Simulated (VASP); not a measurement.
The system is InWS4.

```xyz
6
Lattice="4.8651 0.0000 0.0000 0.0000 4.8651 0.0000 0.0000 0.0000 6.9428" Properties=species:S:1:pos:R:3 pbc="T T T"
In    2.4326    2.4326    3.4714
W     0.0000    0.0000    0.0000
S     2.4326    0.0000    5.2965
S     0.0000    2.4326    1.6463
S     2.4326    0.0000    1.6463
S     0.0000    2.4326    5.2965
```

The cell was generated, and may not be a known phase.

```yaml
Program: VASP 6.6.1
Task: relaxation of cell and atoms
Functional: PBE
Potentials_or_basis: VASP PAW PBE potentials, release 64 (In_d, W_sv, S)
Cutoff: 600 eV
k_mesh: 4 × 4 × 4
Occupations: gaussian, width 0.1 eV
Spin: collinear spin
Starting_moments: "[0.0, 0.62, -0.01, -0.01, -0.01, -0.01] μB"
```

At the start: pressure -15.8 GPa; volume 27.39 Å³/atom.

Problem. Where does the relaxation end?

Solution. Over 13 steps the energy falls by 610.3 meV/atom and the volume is 19.30 Å³/atom (-29.5 %); space group P4/mmm (No. 123, to 0.1 Å) before and after; moment 0.00 μB per cell.

The path:
| step | energy change (eV) | largest force (eV/Å) | pressure (GPa) | volume (Å³) |
| --- | --- | --- | --- | --- |
| 1 | 0.0000 | 0.9832 | -15.83 | 164.33 |
| 2 | -3.4221 | 0.5489 | 6.93 | 108.01 |
| 3 | -3.5353 | 0.7089 | -0.02 | 114.31 |
| 4 | -3.5355 | 0.6889 | 0.83 | 113.43 |
| 5 | -3.6084 | 0.3117 | 1.02 | 113.68 |
| 6 | -3.6332 | 0.0354 | 1.36 | 113.92 |
| 7 | -3.6460 | 0.0239 | -1.31 | 117.09 |
| 8 | -3.6477 | 0.0075 | -0.65 | 116.26 |
| 9 | -3.6602 | 0.0215 | -0.47 | 116.24 |
| 10 | -3.6614 | 0.0301 | -0.41 | 116.23 |
| 11 | -3.6614 | 0.0311 | -0.41 | 116.23 |
| 12 | -3.6611 | 0.0216 | 0.50 | 115.25 |
| 13 | -3.6620 | 0.0069 | 0.01 | 115.77 |

Final structure:
```
In W S
1.0
     4.25475    0.00000    0.00000
     0.00000    4.25475    0.00000
     0.00000    0.00000    6.39524
In W S
1 1 4
Direct
  0.50000 0.50000 0.50000
  0.00000 0.00000 0.00000
  0.50000 0.00000 0.78111
  0.00000 0.50000 0.21889
  0.50000 0.00000 0.21889
  0.00000 0.50000 0.78111
```

Caveat: the volume moved by over 15 % at a fixed basis, so the end points are rough.
